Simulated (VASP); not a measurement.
Crystal: TiGe4Pd2.

```
Ti Ge Pd
1.0
     5.82725    0.00000    0.00000
    -2.91362    5.04655    0.00000
     0.00000    0.00000    4.51054
Ti Ge Pd
1 4 2
Direct
  0.00000 0.00000 0.00000
  0.63570 0.00000 0.00000
  0.00000 0.63570 0.00000
  0.36430 0.36430 0.00000
  0.00000 0.00000 0.50000
  0.33333 0.66667 0.00000
  0.66667 0.33333 0.00000
```

The cell was built from a structure type or drawn by symmetry, and may not be a known phase.

* Program: VASP 6.6.1
* Task: relaxation of cell and atoms
* Functional: PBE
* Potentials or basis: VASP PAW PBE potentials, release 64 (Ti_sv, Ge_d, Pd)
* Cutoff: 600 eV
* k mesh: 3 × 3 × 4
* Occupations: gaussian, width 0.2 eV
* Spin: no spin polarisation

At the start: pressure 100.5 GPa; volume 18.95 Å³/atom.

Task: How do energy, volume and symmetry change on relaxing?

Result: Over 13 steps the energy falls by 3119.0 meV/atom and the volume is 32.12 Å³/atom (+69.5 %); space group P-62m (No. 189, to 0.1 Å) before and after.

The path:
```
step  energy change (eV)  largest force (eV/Å)  pressure (GPa)  volume (Å³)
   1              0.0000                9.5923          100.50       132.64
   2             -0.9919                0.8683          -21.20       478.00
   3            -19.2038                1.5736           -4.06       262.45
   4            -19.9062                1.8325           -3.16       247.62
   5            -19.8868                2.2089           14.48       181.81
   6            -20.7766                2.3434            0.29       220.87
   7            -20.9150                2.4646            3.48       207.15
   8            -20.9155                2.4511            2.83       209.60
   9            -21.6281                1.0444           -0.85       226.00
  10            -21.7059                0.5121           -2.13       234.84
  11            -21.8208                0.0455            0.34       224.18
  12            -21.8257                0.1356           -0.10       225.89
  13            -21.8333                0.0522           -0.05       224.81
```

Final structure:
```yaml
crystal:
  lattice:
    - [7.22726, 0.00000, 0.00000]
    - [-3.61363, 6.25899, 0.00000]
    - [0.00000, 0.00000, 4.96982]
  atoms:
    - { symbol: Ti, position: [0.00000, 0.00000, 0.00000] }
    - { symbol: Ge, position: [0.65609, 0.00000, 0.00000] }
    - { symbol: Ge, position: [0.00000, 0.65609, 0.00000] }
    - { symbol: Ge, position: [0.34391, 0.34391, 0.00000] }
    - { symbol: Ge, position: [0.00000, 0.00000, 0.50000] }
    - { symbol: Pd, position: [0.33333, 0.66667, 0.00000] }
    - { symbol: Pd, position: [0.66667, 0.33333, 0.00000] }
```

Caveat: the k points lie up to 0.33 Å⁻¹ apart in the final cell, too coarse for converged energies and pressures of a metal; the volume moved by over 15 % at a fixed basis, so the end points are rough; the relaxation stopped at a loose force limit of 0.08 eV/Å, so its end isn't a converged minimum.
